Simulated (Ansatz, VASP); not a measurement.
# InSe in VASP and in Ansatz

Contents of INCAR:

```
PREC = Accurate
ENCUT = 520
EDIFF = 1E-6
ISMEAR = 0
SIGMA = 0.2
LREAL = F
LASPH = T
NELM = 100
ALGO = Normal
ISIF = 2
LWAVE = F
LCHARG = T
GGA = PE
LELF = T
LVHAR = T
NBANDS = 27
```

KPOINTS

```
regular mesh
0
Gamma
  6 6 6
```

The input POSCAR:

```
InSe
1.0
   -2.9629279326      0.0000000000     -2.9629279326
   -2.9629279326     -2.9629279326      0.0000000000
   -5.9258558653      2.9629279326      2.9629279326
In Se
2 2
Direct
    0.5000000000      0.5000000000      0.5000000000
    1.0000000000      1.0000000000      0.0000000000
    0.2500000000      0.2500000000      0.2500000000
    0.7500000000      0.7500000000      0.7500000000
```

Input for Ansatz:

```yaml
crystal:
  lattice:
    - [-2.9629279326, 0.0, -2.9629279326]
    - [-2.9629279326, -2.9629279326, 0.0]
    - [-5.9258558653, 2.9629279326, 2.9629279326]
  atoms:
    - { symbol: In, position: [0.5, 0.5, 0.5] }
    - { symbol: In, position: [1.0, 1.0, 0.0] }
    - { symbol: Se, position: [0.25, 0.25, 0.25] }
    - { symbol: Se, position: [0.75, 0.75, 0.75] }
basis:
  ecutwfc: 420
kpoints:
  mp_grid: { grid: [6, 6, 6] }
hamiltonian:
  xc: pbe
scf:
  occupations: { method: gaussian, width: 0.2 }
  lower_state_search: "off"
output:
  forces: true
  stress: true
  eigenvalues: true
```

Alike in both runs: task single point; functional PBE; k mesh 6 × 6 × 6; occupations gaussian, width 0.2 eV; no spin polarisation.

|  | VASP | Ansatz |
| --- | --- | --- |
| version | VASP 6.6.1 | Ansatz 0.2.0 |
| potentials or method | VASP PAW PBE potentials, release 64 (In_d, Se), cutoff 520 eV | scalar-relativistic, plane waves, PAW |
| valence electrons in the cell | 38 | 58 |

|  | VASP | Ansatz | Ansatz less VASP |
| --- | --- | --- | --- |
| gap on the k mesh at the Fermi level (eV) | none | none | - |
| pressure (GPa) | 0.2 | 0.2 | 0.00 |

A gap of «none» marks a metal or a gap that the smearing closes. The functional is the same, so the differences come from potentials, cutoffs and numerics. VASP's potentials hold 38 valence electrons a cell and Ansatz's 58, so a difference there can come from the potentials and not from the codes.
